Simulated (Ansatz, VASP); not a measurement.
# CdSe in VASP and in Ansatz

Contents of POSCAR:

```
CdSe
1.0
    0.0000000000      2.9757475364      2.9757475364
    2.9757475364      0.0000000000      2.9757475364
    2.9757475364      2.9757475364      0.0000000000
Cd Se
1 1
Direct
    0.0000000000      0.0000000000      0.0000000000
    0.2500000000      0.2500000000      0.2500000000
```

File INCAR.step1:

```
SYSTEM = CdSe
PREC = Accurate
ENCUT = 520
EDIFF = 1E-5
ISMEAR = 0
SIGMA = 0.01
LREAL = .FALSE.
LASPH = .TRUE.
NELM = 60
ALGO = Normal
ISIF = 2
LWAVE = .TRUE.
LCHARG = .FALSE.
GGA = PE
NBANDS = 16
```

INCAR.step2

```
SYSTEM = CdSe
PREC = Accurate
ENCUT = 520
EDIFF = 1E-6
ISMEAR = 0
SIGMA = 0.01
LREAL = .FALSE.
LASPH = .TRUE.
NELM = 60
ALGO = Normal
ISIF = 2
LWAVE = .FALSE.
LCHARG = .FALSE.
GGA = PE
LHFCALC = .TRUE.
HFSCREEN = 0.2079
PRECFOCK = Normal
ISTART = 1
NBANDS = 16
```

File KPOINTS:

```
Automatic mesh
0
G
  6 6 6
  0 0 0
```

Input for Ansatz:

```yaml
crystal:
  lattice:
    - [0.0, 2.9757475364, 2.9757475364]
    - [2.9757475364, 0.0, 2.9757475364]
    - [2.9757475364, 2.9757475364, 0.0]
  atoms:
    - { symbol: Cd, position: [0.0, 0.0, 0.0] }
    - { symbol: Se, position: [0.25, 0.25, 0.25] }
kpoints:
  mp_grid: { grid: [6, 6, 6] }
  band_path:
    path:
      - [0.0, 0.0, 0.0]
      - [-0.5, -0.5, 0.0]
      - [-0.375, -0.375, 0.25]
      - [-0.375, 0.0, 0.375]
      - [0.0, 0.0, 0.5]
      - [-0.5, -0.25, 0.25]
    npoints: 1
hamiltonian:
  xc: hse06
scf:
  occupations: { method: fixed }
  n_extra_bands: 4
output:
  forces: true
  stress: true
  eigenvalues: true
  write_density: true
  write_potential: true
  elf: true
  volumetric_format: npy
```

Change from the starting cell: hydrostatic strain -3.0%.

Alike in both runs: task single point; functional HSE06; k mesh 6 × 6 × 6; no spin polarisation.

```csv
,VASP,Ansatz
version,VASP 6.6.1,Ansatz 0.2.0
potentials or method,"VASP PAW PBE potentials, release 64 (Cd, Se)","plane waves, PAW"
plane-wave cutoff (eV),520,420
occupations,"gaussian, width 0.01 eV",fixed
valence electrons in the cell,18,36
```

|  | VASP | Ansatz | Ansatz less VASP |
| --- | --- | --- | --- |
| gap on the k mesh at the Fermi level (eV) | 1.71 | 1.70 | -0.008 |
| pressure (GPa) | 6.2 | 6.0 | -0.27 |

VASP's potentials hold 18 valence electrons a cell and Ansatz's 36, so a difference there can come from the potentials and not from the codes. Ansatz's warnings: stress exchange threshold loose, stress scf threshold loose.
